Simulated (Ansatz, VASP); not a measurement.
# ZrB in VASP and in Ansatz

```
CELL_PARAMETERS angstrom
0.00000 2.41539 2.59243
2.52818 0.00000 2.59243
2.52818 2.41539 0.00000
ATOMIC_POSITIONS crystal
Zr 0.00000 0.00000 0.00000
B 0.50000 0.50000 0.50000
```

Change from the starting cell: normal strain along x +0.0467, normal strain along z +0.0733.

Alike in both runs: task single point; functional LDA; k mesh 16 × 16 × 16; occupations gaussian, width 0.15 eV; no spin polarisation.

|  | VASP | Ansatz |
| --- | --- | --- |
| version | VASP 6.6.1 | Ansatz 0.2.0 |
| potentials or method | VASP PAW LDA potentials, release 64 (Zr_sv, B), cutoff 520 eV | scalar-relativistic, plane waves, PAW |
| valence electrons in the cell | 15 | 15 |

VASP gave:

| Item | Value |
| --- | --- |
| gap on the k mesh at the Fermi level (eV) | none |
| pressure (GPa) | -15.3 |
| traceless stress, the component that is largest in VASP (GPa) | 8.70 |

Estimate Ansatz's values.

gap on the k mesh at the Fermi level (eV): none; pressure (GPa): -15.5; traceless stress, the component that is largest in VASP (GPa): 8.64.

LDA's correlation is that of Perdew and Zunger in VASP and of Perdew and Wang (1992) in Ansatz. A gap of «none» marks a metal or a gap that the smearing closes.
